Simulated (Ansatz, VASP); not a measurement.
One calculation of InP, two programs

```
CELL_PARAMETERS angstrom
0.00000 2.95379 2.95379
2.95379 0.00000 2.95379
2.95379 2.95379 0.00000
ATOMIC_POSITIONS crystal
In 0.00000 0.00000 0.00000
P 0.25000 0.25000 0.25000
```

Alike in both runs: task single point; functional PBE; k mesh 5 × 5 × 5; no spin polarisation.

```csv
,VASP,Ansatz
version,VASP 6.6.1,Ansatz 0.2.0
potentials or method,"VASP PAW PBE potentials, release 64 (In_d, P)",plane waves
plane-wave cutoff (eV),500,420
occupations,"gaussian, width 0.01 eV",fixed
valence electrons in the cell,18,18
```

|  | VASP | Ansatz | Ansatz less VASP |
| --- | --- | --- | --- |
| gap on the k mesh at the Fermi level (eV) | 0.58 | 0.58 | +0.003 |
| pressure (GPa) | 1.6 | 1.7 | +0.05 |
